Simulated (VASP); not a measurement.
Here is a VASP 6.6.1 calculation.

File INCAR:

```
SYSTEM = Al3InSb4
PREC = Accurate
ENCUT = 520
EDIFF = 1E-6
ISMEAR = 0
SIGMA = 0.1
LREAL = .False.
LASPH = .True.
NELM = 60
ALGO = Normal
ISIF = 2
LWAVE = .False.
LCHARG = .False.
GGA = PE
NBANDS = 31
```

File KPOINTS:

```
regular mesh
0
Gamma
  4 4 1
  0 0 0
```

The input POSCAR:

```
Al3InSb4
1.0
    4.4974525658     -0.0021138253     -0.0001290835
   -0.0020176030      4.5061505439     -0.0034870415
   -0.0026049538     -0.0183569988     12.4825968799
Al In Sb
3 1 4
Direct
    0.0004130965      0.0021888507      0.2575712784
    0.4990775750      0.4979146462      0.4998807811
    0.0002904270      0.0017487880      0.7423099951
    0.4999601007      0.4988535433     -0.0001592313
    0.5004557201     -0.0015350356      0.8619988097
    0.0001015334      0.5015433952      0.1381539501
    0.5003642273     -0.0018879135      0.3789515094
   -0.0006626800      0.5011737258      0.6212929075
```

Potentials or basis: VASP PAW PBE potentials, release 64 (Al, In_d, Sb).

The run is started by

```bash
$ cat potpaw_PBE.64/Al/POTCAR potpaw_PBE.64/In_d/POTCAR potpaw_PBE.64/Sb/POTCAR > POTCAR
$ mpirun -np 1 vasp_std > vasp.out
```

(1) Predict the band gap on the k mesh.

(2) Estimate the largest force.

Results:

(1) 0.74 eV.

(2) 0.025 eV/Å.

Caveat: the k points lie up to 0.50 Å⁻¹ apart; spin-orbit coupling is left out, which moves the levels of the heavy elements; an odd mesh through Γ misses points on the zone boundary, where band edges can lie.
